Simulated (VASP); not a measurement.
Input of a VASP 6.6.1 run:

Contents of POSCAR:

```
AlGa3N4
1.0
    4.4716850000      0.0000000000      0.0000000000
    0.0000000000      4.4716850000      0.0000000000
    0.0000000000      0.0000000000      4.4716850000
Al Ga N
1 3 4
Direct
    0.0000000000      0.0000000000      0.0000000000
    0.5000000000      0.5000000000      0.0000000000
    0.5000000000      0.0000000000      0.5000000000
    0.0000000000      0.5000000000      0.5000000000
    0.7557140000      0.7557140000      0.2442860000
    0.7557140000      0.2442860000      0.7557140000
    0.2442860000      0.7557140000      0.7557140000
    0.2442860000      0.2442860000      0.2442860000
```

File INCAR.step1:

```
SYSTEM = AlGa3N4
PREC = Accurate ; ENCUT = 600
ISMEAR = 0 ; SIGMA = 0.01
LREAL = .FALSE. ; LASPH = .TRUE.
NELM = 80 ; GGA = PE
ALGO = Normal ; EDIFF = 1E-4
LWAVE = .TRUE. ; LCHARG = .FALSE.
```

Contents of INCAR.step2:

```
SYSTEM = AlGa3N4
PREC = Accurate ; ENCUT = 600
EDIFF = 1E-7 ; ISMEAR = 0
SIGMA = 0.01 ; LREAL = .FALSE.
LASPH = .TRUE. ; NELM = 80
ALGO = Normal ; ISIF = 8
LWAVE = .FALSE. ; LCHARG = .FALSE.
METAGGA = R2SCAN ; LMIXTAU = .TRUE.
IVDW = 13 ; VDW_S6 = 1.0
VDW_S8 = 0.6018749 ; VDW_A1 = 0.51559235
VDW_A2 = 5.77342911 ; IBRION = 2
NSW = 50 ; EDIFFG = -0.05
ISTART = 1
```

KPOINTS

```
regular mesh
0
G
  4 4 4
  0 0 0
```

Potentials or basis: VASP PAW PBE potentials, release 64 (Al, Ga_d, N).

The run is started by

```bash
$ cat potpaw_PBE.64/Al/POTCAR potpaw_PBE.64/Ga_d/POTCAR potpaw_PBE.64/N/POTCAR > POTCAR
$ cp INCAR.step1 INCAR
$ mpirun -np 1 vasp_std > vasp.out
$ cp INCAR.step2 INCAR
$ mpirun -np 1 vasp_std > vasp.out
```

Question: Estimate the relaxed volume.

Answer: 11.06 Å³/atom.

Question: Predict the relaxed cell.

Answer: a = 4.456 Å, b = 4.456 Å, c = 4.456 Å, α = 90.00°, β = 90.00°, γ = 90.00°.

Question: Predict the band gap on the k mesh.

Answer: 2.86 eV.

Question: What does it give for the dispersion energy per atom?

Answer: -0.139 eV.

Final structure:
```
CELL_PARAMETERS angstrom
4.45631 0.00000 0.00000
0.00000 4.45631 0.00000
0.00000 0.00000 4.45631
ATOMIC_POSITIONS crystal
Al 0.00000 0.00000 0.00000
Ga 0.50000 0.50000 0.00000
Ga 0.50000 0.00000 0.50000
Ga 0.00000 0.50000 0.50000
N 0.75572 0.75572 0.24428
N 0.75572 0.24428 0.75572
N 0.24428 0.75572 0.75572
N 0.24428 0.24428 0.24428
```

Caveat: the PAW data sets were made with another functional, which shifts forces and pressure a little.
